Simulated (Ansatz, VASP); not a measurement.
# One calculation of TiC, two programs

File POSCAR:

```
TiC
1.0
    0.0000000000      2.1197386992      2.1197386992
    2.1197386992      0.0000000000      2.1197386992
    2.1197386992      2.1197386992      0.0000000000
Ti C
1 1
Direct
    0.0000000000      0.0000000000      0.0000000000
    0.5000000000      0.5000000000      0.5000000000
```

The input INCAR.step1:

```
PREC     = Accurate       # precision mode
ENCUT    = 520            # plane-wave cutoff, eV
ISMEAR   = -1             # smearing method
SIGMA    = 0.1            # smearing width, eV
LREAL    = False          # projectors in reciprocal space
LASPH    = True           # aspherical terms in the spheres
NELM     = 80             # most SCF steps
NBANDS   = 15             # bands
GGA      = PE             # functional
ALGO     = Normal         # electronic algorithm
EDIFF    = 1E-4           # SCF threshold, eV
LWAVE    = True           # write WAVECAR
LCHARG   = False          # write CHGCAR
```

File INCAR.step2:

```
PREC     = Accurate       # precision mode
ENCUT    = 520            # plane-wave cutoff, eV
EDIFF    = 1E-6           # SCF threshold, eV
ISMEAR   = -1             # smearing method
SIGMA    = 0.1            # smearing width, eV
LREAL    = False          # projectors in reciprocal space
LASPH    = True           # aspherical terms in the spheres
NELM     = 80             # most SCF steps
ALGO     = Normal         # electronic algorithm
ISIF     = 2              # what is computed and relaxed
LWAVE    = False          # write WAVECAR
LCHARG   = False          # write CHGCAR
METAGGA  = R2SCAN         # meta-GGA
LMIXTAU  = True         
NBANDS   = 15             # bands
ISTART   = 1
```

KPOINTS

```
regular mesh
0
Gamma
  15 15 15
```

Input for Ansatz:

```yaml
crystal:
  lattice:
    - [0.0, 2.1197386992, 2.1197386992]
    - [2.1197386992, 0.0, 2.1197386992]
    - [2.1197386992, 2.1197386992, 0.0]
  atoms:
    - { symbol: Ti, position: [0.0, 0.0, 0.0] }
    - { symbol: C, position: [0.5, 0.5, 0.5] }
kpoints:
  mp_grid: { grid: [15, 15, 15] }
  band_path:
    path:
      - [0.0, 0.0, 0.0]
      - [0.5, 0.0, 0.5]
      - [0.625, 0.25, 0.625]
      - [0.375, 0.375, 0.75]
      - [0.0, 0.0, 0.0]
      - [0.5, 0.5, 0.5]
      - [0.5, 0.25, 0.75]
      - [0.5, 0.0, 0.5]
    npoints: 8
scf:
  occupations: { method: fermi_dirac, width: 0.1 }
hamiltonian:
  xc: r2scan
  pseudopotentials: { kind: paw }
output:
  forces: true
  stress: true
  eigenvalues: true
  populations: true
  dos: { projected: true, de: 0.2, e_range: [-14, 8] }
  write_density: true
  write_potential: true
  elf: true
  volumetric_format: npy
```

Change from the starting cell: volume scaled by 0.94, PAW files.

Alike in both runs: task single point; functional r2SCAN; k mesh 15 × 15 × 15; occupations fermi-dirac, width 0.1 eV; no spin polarisation.

|  | VASP | Ansatz |
| --- | --- | --- |
| version | VASP 6.6.1 | Ansatz 0.2.0 |
| potentials or method | VASP PAW PBE potentials, release 64 (Ti_sv, C) | PAW with Ansatz's default frozen-core files, scalar-relativistic |
| plane-wave cutoff (eV) | 520 | 500 |
| valence electrons in the cell | 16 | 16 |

```tsv
	VASP	Ansatz	Ansatz less VASP
pressure (GPa)	19.4	18.4	-1.08
```

VASP's potentials were made for PBE, not for r2SCAN. The functional is the same, so the differences come from potentials, cutoffs and numerics.
